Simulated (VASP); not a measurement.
# S (Pmn2_1) in VASP: single point with PBE+D3(BJ)

Aim: the single point of S with PBE+D3(BJ).

Everything below comes from runs of VASP 6.6.1. Logs are shortened: lines on timing, memory, paths and dates and some standing lists are left out, and cuts for length are marked.

**1. The cell of the first run**

It takes space group Pmn2_1 (No. 31, orthorhombic). Conventional cell: a = 2.960 Å, b = 11.453 Å, c = 5.476 Å, α = 90.00°, β = 90.00°, γ = 90.00°. S (site symmetry m) has 1 S at 1.90 Å within 2.5 Å. S (site symmetry m) has 1 S at 1.90 Å within 2.5 Å. S (site symmetry m) has 1 S at 1.90 Å within 2.5 Å. Within 2.5 Å of S (site symmetry m) lie 1 S at 1.90 Å.

**2. Single point, PBE+D3(BJ) (the distance across one plane changed)**

Input file INCAR:

```
SYSTEM = S
  PREC = Accurate
  ENCUT = 520
  EDIFF = 1E-7
  ISMEAR = 0
  SIGMA = 0.15
  LREAL = .False.
  LASPH = .True.
  NELM = 60
  ALGO = Normal
  ISIF = 2
  LWAVE = .False.
  LCHARG = .False.
  GGA = PE
  IVDW = 12
  NBANDS = 34
```

Input file KPOINTS:

```
regular mesh
0
Gamma
  9 16 5
  0 0 0
```

Input file POSCAR:

```
S
1.0
    0.0000000000     -5.4762743414      0.0000000000
    0.0000000000      0.0000000000     -2.9602546931
   11.4525486828      0.0000000000      0.0000000000
S
8
Direct
    0.1226657981      0.5000000000      0.2999728958
    0.1226657981      0.5000000000      0.7781436937
    0.8773342019      0.5000000000      0.8954540989
    0.8773342019      0.5000000000      0.4172833010
    0.3773342019      0.0000000000      0.0608874969
    0.3773342019      0.0000000000      0.5390582948
    0.6226657981      0.0000000000      0.1781979021
    0.6226657981      0.0000000000      0.6563686999
```

Potentials or basis: VASP PAW PBE potentials, release 64 (S).

Launch:

```bash
$ cat potpaw_PBE.64/S/POTCAR > POTCAR
$ mpirun -np 1 vasp_std > vasp.out
```

OUTCAR:

```text
SYSTEM = S
   PREC = Accurate
   ENCUT = 520
   EDIFF = 1E-7
   ISMEAR = 0
   LREAL = .False.
   LASPH = .True.
   NELM = 60
   ISIF = 2
   GGA = PE
   IVDW = 12
 IVDW          = 12

 ion  position               nearest neighbor table
   1  0.123  0.500  0.300-   4 1.90
   2  0.123  0.500  0.778-   3 1.90
   3  0.877  0.500  0.895-   2 1.90
   4  0.877  0.500  0.417-   1 1.90
   5  0.377  0.000  0.061-   7 1.90
   6  0.377  0.000  0.539-   8 1.90
   7  0.623  0.000  0.178-   5 1.90
   8  0.623  0.000  0.656-   6 1.90

  LATTYP: Found a simple orthorhombic cell.
 ALAT       =     2.9602546931
 B/A-ratio  =     1.8499335054
 C/A-ratio  =     3.8687713964

  Lattice vectors:

 A1 = (   0.0000000000,   0.0000000000,   2.9602546931)
 A2 = (   0.0000000000,  -5.4762743414,   0.0000000000)
 A3 = (  11.4525486828,   0.0000000000,   0.0000000000)

Analysis of symmetry for initial positions (statically):
=====================================================================
 Subroutine PRICEL returns:
 Original cell was already a primitive cell.

 Routine SETGRP: Setting up the symmetry group for a
 simple orthorhombic supercell.

 Subroutine GETGRP returns: Found  4 space group operations
 (whereof  2 operations were pure point group operations)
 out of a pool of  8 trial point group operations.

The static configuration has the point symmetry C_1h.
 The point group associated with its full space group is C_2v.

Analysis of symmetry for dynamics (positions and initial velocities):
=====================================================================
 Subroutine PRICEL returns:
 Original cell was already a primitive cell.

 Routine SETGRP: Setting up the symmetry group for a
 simple orthorhombic supercell.

 Subroutine GETGRP returns: Found  4 space group operations
 (whereof  2 operations were pure point group operations)
 out of a pool of  8 trial point group operations.

The dynamic configuration has the point symmetry C_1h.
 The point group associated with its full space group is C_2v.

 Subroutine INISYM returns: Found  4 space group operations
 (whereof  2 operations are pure point group operations),
 and found     1 'primitive' translations

----------------------------------------------------------------------------------------

                                     Primitive cell

  volume of cell :     185.6592

  direct lattice vectors                    reciprocal lattice vectors
     0.000000000 -5.476274341  0.000000000     0.000000000 -0.182605899  0.000000000
     0.000000000  0.000000000 -2.960254693     0.000000000  0.000000000 -0.337808771
    11.452548683  0.000000000  0.000000000     0.087316808  0.000000000  0.000000000

  length of vectors
     5.476274341  2.960254693 11.452548683     0.182605899  0.337808771  0.087316808

  position of ions in fractional coordinates (direct lattice)
     0.122665798  0.500000000  0.299972896
     0.122665798  0.500000000  0.778143694
     0.877334202  0.500000000  0.895454099
     0.877334202  0.500000000  0.417283301
     0.377334202  0.000000000  0.060887497
     0.377334202  0.000000000  0.539058295
     0.622665798  0.000000000  0.178197902
     0.622665798  0.000000000  0.656368700

  ion indices of the primitive-cell ions
   primitive index   ion index
                 1           1
                 2           2
                 3           3
                 4           4
                 5           5
                 6           6
                 7           7
                 8           8

----------------------------------------------------------------------------------------

 KPOINTS: regular mesh

Automatic generation of k-mesh.
 Grid dimensions read from file:
 generate k-points for:    9   16    5

 Generating k-lattice:

  Cartesian coordinates                     Fractional coordinates (reciprocal lattice)
     0.000000000 -0.020289544  0.000000000     0.111111111  0.000000000  0.000000000
     0.000000000  0.000000000 -0.021113048     0.000000000  0.062500000  0.000000000
     0.017463362  0.000000000  0.000000000     0.000000000  0.000000000  0.200000000

  Length of vectors
     0.020289544  0.021113048  0.017463362

  Shift w.r.t. Gamma in fractional coordinates (k-lattice)
     0.000000000  0.000000000  0.000000000

 Subroutine IBZKPT returns following result:
 ===========================================

 Found    135 irreducible k-points:

 Following reciprocal coordinates:
            Coordinates               Weight
  0.000000  0.000000  0.000000      1.000000
  0.111111  0.000000  0.000000      2.000000
  0.222222  0.000000  0.000000      2.000000
  0.333333  0.000000  0.000000      2.000000
  0.444444  0.000000  0.000000      2.000000
  0.000000  0.062500  0.000000      2.000000
[... 16 lines left out ...]
  0.222222  0.250000  0.000000      4.000000
  0.333333  0.250000  0.000000      4.000000
 [... further k-points ...]
   k-points           NKPTS =    135   k-points in BZ     NKDIM =    135   number of bands    NBANDS=     34
   number of dos      NEDOS =    301   number of ions     NIONS =      8
   total plane-waves  NPLWV =  90720
   dimension x,y,z NGX =    42 NGY =   24 NGZ =   90
   dimension x,y,z NGXF=    84 NGYF=   48 NGZF=  180
   ions per type =               8
   NGX,Y,Z   is equivalent  to a cutoff of  12.75, 13.48, 13.06 a.u.
   NGXF,Y,Z  is equivalent  to a cutoff of  25.50, 26.96, 26.13 a.u.
 SYSTEM =  S
   PREC   = accura    normal or accurate (medium, high low for compatibility)
   ISTART =      0    job   : 0-new  1-cont  2-samecut
   ICHARG =      2    charge: 1-file 2-atom 10-const
   ISPIN  =      1    spin polarized calculation?
   LNONCOLLINEAR =      F non collinear calculations
   LSORBIT =      F    spin-orbit coupling
   LASPH  =      T    aspherical Exc in radial PAW
   ENCUT  =  520.0 eV  38.22 Ry    6.18 a.u.  10.18  5.50 21.29*2*pi/ulx,y,z
   NELM   =     60;   NELMIN=  2; NELMDL= -5     # of ELM steps
   EDIFF  = 0.1E-06   stopping-criterion for ELM
   LREAL  =      F    real-space projection
   EDIFFG = 0.1E-05   stopping-criterion for IOM
   NSW    =      0    number of steps for IOM
   IBRION =     -1    ionic relax: 0-MD 1-quasi-New 2-CG
   NFREE  =      0    steps in history (QN), initial steepest desc. (CG)
   ISIF   =      2    stress and relaxation
   ISYM   =      2    0-nonsym 1-usesym 2-fastsym
   POTIM  = 0.5000    time-step for ionic-motion
   TEBEG  =    0.0;   TEEND  =   0.0 temperature during run
   PSTRESS=    0.0 pullay stress
   NELECT =      48.0000    total number of electrons
   NUPDOWN=      -1.0000    fix difference up-down
   EMIN   =  10.00;   EMAX   =-10.00  energy-range for DOS
   EFERMI =   0.00;   METHOD = LEGACY
   ISMEAR =     0;   SIGMA  =   0.15  broadening in eV -4-tet -1-fermi 0-gaus
   EFERMI_NEDOS =   21; number of points for ismear=-14 and -15
   IALGO  =     38    algorithm
   IMIX   =      4    mixing-type and parameters
     AMIX     =   0.40;   BMIX     =  1.00
     AMIX_MAG =   1.60;   BMIX_MAG =  1.00
  volume/ion in A,a.u.               =      23.21       156.61
  Fermi-wavevector in a.u.,A,eV,Ry     =   1.042917  1.970827 14.798730  1.087676
  Thomas-Fermi vector in A             =   2.177603
   LORBIT       =      0    0 simple, 1 ext, 2 COOP (PROOUT), +10 PAW based schemes
   GGA     = PE    functional components
   LHFCALC =     F    Hartree Fock is set to
   AEXX    =    0.0000 exact exchange contribution
   IVDW    =    12    specifies the selected vdW correction
   LEPSILON=     F    determine dielectric tensor
   LRPA    =     F    only Hartree local field effects (RPA)
 non-spin polarized calculation
 Gauss-broadening in eV      SIGMA  =   0.15
  energy-cutoff  :      520.00
  volume of cell :      185.66
 maximum number of plane-waves:      5039
 NGX is ok and might be reduce to    42
   NGX = 21   NGY = 11   NGZ = 43

 number of electron      47.9999999 magnetization

 Free energy of the ion-electron system (eV)
  ---------------------------------------------------
  ext. energy  EPLUGINS =         0.00000000
  ---------------------------------------------------
  free energy    TOTEN  =       -30.19626462 eV

  energy without entropy =      -30.12798693  energy(sigma->0) =      -30.16212578

 E-fermi :   3.2255     XC(G=0):  -8.9390

 val. band max:        3.2235999772   @ k =   0.2222   0.2500   0.4000
 cond. band min:       3.2300836661   @ k =   0.3333   0.0000   0.4000
 fundamental gap:      0.0064836889
 Fermi energy:         3.2255315420

 k-point     1 :       0.0000    0.0000    0.0000
  band No.  band energies     occupation
      1     -13.2380      2.00000
      2     -12.9535      2.00000
      3     -12.8269      2.00000
      4     -12.5310      2.00000
      5      -7.6115      2.00000
      6      -7.5720      2.00000
[... 26 lines left out ...]
     33       9.3916      0.00000
     34      10.4426      0.00000

 k-point     2 :       0.1111    0.0000    0.0000
  band No.  band energies     occupation
      1     -13.2182      2.00000
      2     -12.9468      2.00000
      3     -12.8273      2.00000
      4     -12.5536      2.00000
      5      -7.6113      2.00000
      6      -7.5829      2.00000
[... 26 lines left out ...]
     33       9.5617      0.00000
     34      10.4663      0.00000

 k-point     3 :       0.2222    0.0000    0.0000
  band No.  band energies     occupation
      1     -13.1607      2.00000
      2     -12.9286      2.00000
      3     -12.8299      2.00000
      4     -12.6181      2.00000
      5      -7.6453      2.00000
      6      -7.6196      2.00000
[... 26 lines left out ...]
     33       9.8303      0.00000
     34      10.0206      0.00000
[... 704 lines left out ...]
 k-point    23 :       0.2222    0.2500    0.0000
  band No.  band energies     occupation
      1     -12.6465      2.00000
      2     -12.4570      2.00000
      3     -12.3776      2.00000
      4     -12.2131      2.00000
      5      -7.0743      2.00000
      6      -7.0562      2.00000
[... 26 lines left out ...]
     33      10.4708      0.00000
     34      10.6038      0.00000

 k-point    24 :       0.3333    0.2500    0.0000
  band No.  band energies     occupation
      1     -12.5733      2.00000
      2     -12.4375      2.00000
      3     -12.3833      2.00000
      4     -12.2880      2.00000
      5      -7.1153      2.00000
      6      -7.0988      2.00000
[... 26 lines left out ...]
     33      10.2178      0.00000
     34      10.3523      0.00000

 [... further k-points ...]

------------------------ aborting loop because EDIFF is reached ----------------------------------------

 Edisp (eV)   -2.06982

 E8    (eV) :    -0.7478

  FORCE on cell =-STRESS in cart. coord.  units (eV):
  Direction    XX          YY          ZZ          XY          YZ          ZX
  --------------------------------------------------------------------------------------
  -------------------------------------------------------------------------------------
  Total      -1.63603    -1.47981     0.36166     0.00000     0.00000     0.00000
  in kB     -14.11841   -12.77031     3.12098     0.00000     0.00000     0.00000
  external pressure =       -7.92 kB  Pullay stress =        0.00 kB

 VOLUME and BASIS-vectors are now :
 -----------------------------------------------------------------------------
  energy-cutoff  :      520.00
  volume of cell :      185.66
      direct lattice vectors                 reciprocal lattice vectors
     0.000000000 -5.476274341  0.000000000     0.000000000 -0.182605899  0.000000000
     0.000000000  0.000000000 -2.960254693     0.000000000  0.000000000 -0.337808771
    11.452548683  0.000000000  0.000000000     0.087316808  0.000000000  0.000000000

 POSITION                                       TOTAL-FORCE (eV/Angst)
 -----------------------------------------------------------------------------------
      3.43545     -0.67175     -1.48013         0.146526      0.190271      0.000000
      8.91173     -0.67175     -1.48013         0.228272      0.134530      0.000000
     10.25523     -4.80452     -1.48013        -0.055929     -0.154605      0.000000
      4.77896     -4.80452     -1.48013        -0.176360     -0.170195      0.000000
      0.69732     -2.06639      0.00000         0.055929     -0.154605      0.000000
      6.17359     -2.06639      0.00000         0.176360     -0.170195      0.000000
      2.04082     -3.40989      0.00000        -0.228272      0.134530      0.000000
      7.51709     -3.40989      0.00000        -0.146526      0.190271      0.000000
 -----------------------------------------------------------------------------------
    total drift:                                0.000004     -0.000002     -0.000000

  FREE ENERGIE OF THE ION-ELECTRON SYSTEM (eV)
  ---------------------------------------------------
  free  energy   TOTEN  =       -32.2660856337 eV

  energy  without entropy=      -32.1978079439  energy(sigma->0) =      -32.23194679
```

Run time: 6.2 min. Hardware: 1 thread of Intel Xeon 6975P-C (Granite Rapids), shared host; peak memory 0.67 GiB.

Results:

- Free energy: -32.2661 eV
- Pressure: -0.8 GPa
- Largest force: 0.265 eV/Å
- Band gap on the k mesh: zero (bands 24 and 25 overlap by 1.99 eV)
- Dispersion energy per atom: -0.259 eV

Forces in eV/Å, atoms in the order of the input:
```
S    0.147  0.190  0.000
S    0.228  0.135  0.000
S   -0.056 -0.155  0.000
S   -0.176 -0.170  0.000
S    0.056 -0.155  0.000
S    0.176 -0.170  0.000
S   -0.228  0.135  0.000
S   -0.147  0.190  0.000
```

Stress tensor (GPa, compression positive):
```
-1.41  0.00  0.00
 0.00 -1.28  0.00
 0.00  0.00  0.31
```

Levels at points of the mesh, in eV from the Fermi level:
| k point | band 22 | band 23 | band 24 | band 25 | band 26 | band 27 |
| --- | --- | --- | --- | --- | --- | --- |
| (0.00, 0.00, 0.00) | -0.55 | -0.50 | 1.05 | 2.65 | 2.66 | 2.67 |
| (0.00, 0.50, 0.00) | -2.23 | -1.75 | -1.75 | -0.02 | -0.02 | 0.35 |

Caveat: the cell differs from its parent crystal (the distance across one plane changed).
